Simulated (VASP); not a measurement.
Here is a VASP 6.6.1 calculation.

Contents of INCAR:

```
PREC     = Accurate       # precision mode
ENCUT    = 600            # plane-wave cutoff, eV
EDIFF    = 1E-6           # SCF threshold, eV
ISMEAR   = 0              # smearing method
SIGMA    = 0.1            # smearing width, eV
LREAL    = False          # projectors in reciprocal space
LASPH    = True           # aspherical terms in the spheres
NELM     = 120            # most SCF steps
ALGO     = Normal         # electronic algorithm
ISIF     = 2              # what is computed and relaxed
LWAVE    = False          # write WAVECAR
LCHARG   = False          # write CHGCAR
NBANDS   = 14             # bands
GGA_COMPAT= False
```

The input KPOINTS:

```
regular mesh
0
Gamma
  6 6 6
```

The input POSCAR:

```
HfC
1.0
    0.0000000000      2.3100000000      2.3100000000
    2.3100000000      0.0000000000      2.3100000000
    2.3100000000      2.3100000000      0.0000000000
Hf C
1 1
Direct
    0.0000000000      0.0000000000      0.0000000000
    0.5000000000      0.5000000000      0.5000000000
```

Potentials or basis: VASP PAW LDA potentials, release 64 (Hf_pv, C).

Run with:

```console
$ cat potpaw_LDA.64/Hf_pv/POTCAR potpaw_LDA.64/C/POTCAR > POTCAR
$ mpirun -np 1 vasp_std > vasp.out
```

Task: Estimate the band gap on the k mesh.

Result: Zero (bands 7 and 8 overlap by 1.36 eV).

Task: What does it give for the pressure?

Result: -7.2 GPa.

Caveat: the k points lie up to 0.39 Å⁻¹ apart, too coarse for converged energies and pressures of a metal; spin-orbit coupling is left out, which moves the levels of the heavy elements.
